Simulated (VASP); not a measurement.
Write the native input for VASP 6.6.1 that does the following.

```
Task                   : single point
Functional             : PBE
Potentials or basis    : VASP PAW PBE potentials, release 64 (Cu, O)
Cutoff                 : 600 eV
k mesh                 : 4 × 4 × 4
Occupations            : gaussian, width 0.01 eV
Spin                   : no spin polarisation
Dipole correction      : no
Further INCAR settings : ALGO = Normal; EDIFF = 1e-06; NBANDS = 37
```

The structure of Cu2O (Cuprite) lies in POSCAR:

```
Cu2O
1.0
    4.2123754087      0.0000000000      0.0000000000
    0.0000000000      4.2123754087      0.0000000000
    0.0000000000      0.0000000000      4.2123754087
Cu O
4 2
Direct
    0.2500000000      0.2500000000      0.2500000000
    0.2500000000      0.7500000000      0.7500000000
    0.7500000000      0.7500000000      0.2500000000
    0.7500000000      0.2500000000      0.7500000000
    0.0000000000      0.0000000000      0.0000000000
    0.5000000000      0.5000000000      0.5000000000
```

The input as run:

INCAR

```
PREC = Accurate
ENCUT = 600
EDIFF = 1E-6
ISMEAR = 0
SIGMA = 0.01
LREAL = False
LASPH = True
NELM = 120
ALGO = Normal
ISIF = 2
LWAVE = False
LCHARG = True
GGA = PE
LELF = True
LVHAR = True
NBANDS = 37
GGA_COMPAT = False
```

KPOINTS

```
Automatic mesh
0
Gamma
  4 4 4
```

Potentials or basis: VASP PAW PBE potentials, release 64 (Cu, O).

Run with:

```console
$ cat potpaw_PBE.64/Cu/POTCAR potpaw_PBE.64/O/POTCAR > POTCAR
$ mpirun -np 1 vasp_std > vasp.out
```

It gave:

```
Pressure               : 8.9 GPa
Band gap on the k mesh : 0.62 eV, direct
```

It took 33 s on 1 thread of Intel(R) Xeon(R) Platinum 8259CL CPU @ 2.50GHz (Skylake/Cascade Lake), on a shared host, peak memory 0.2 GiB.
